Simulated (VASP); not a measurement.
# BN: single point with r2SCAN

The system is BN.

```
CELL_PARAMETERS angstrom
0.00000 1.78678 1.78678
1.78678 0.00000 1.78678
1.78678 1.78678 0.00000
ATOMIC_POSITIONS crystal
B 0.00000 0.00000 0.00000
N 0.25000 0.25000 0.25000
```

This cell differs from its parent crystal: strain -1.0%.

```json
{
 "Program": "VASP 6.6.1",
 "Task": "single point",
 "Functional": "r2SCAN",
 "Potentials or basis": "VASP PAW PBE potentials, release 64 (B, N)",
 "Cutoff": "520 eV",
 "k mesh": "12 × 12 × 12",
 "Occupations": "gaussian, width 0.01 eV",
 "Spin": "no spin polarisation"
}
```

The pressure is 13.7 GPa and the band gap on the k mesh is 5.02 eV, indirect (least direct gap 9.70 eV).

Levels at points of the mesh, in eV from the valence-band top:
```csv
k point,band 1,band 2,band 3,band 4,band 5,band 6,band 7,band 8,band 9
"(0.00, 0.00, 0.00)",-21.70,0.00,0.00,0.00,9.70,9.70,9.70,11.66,26.82
"(0.50, 0.00, 0.00)",-17.23,-11.41,-2.08,-2.08,11.26,11.66,11.66,16.78,25.42
"(0.50, 0.50, 0.00)",-15.76,-9.55,-5.28,-5.28,5.02,10.02,19.82,19.82,22.83
```

Wall time 42 s on 1 thread of AMD EPYC 7R13 Processor (Zen 3) (shared host), peak memory 0.09 GiB.

Caveat: the cell differs from its parent crystal (strain -1.0%); the PAW data sets were made with another functional, which shifts forces and pressure a little. A k mesh can miss the band edges.
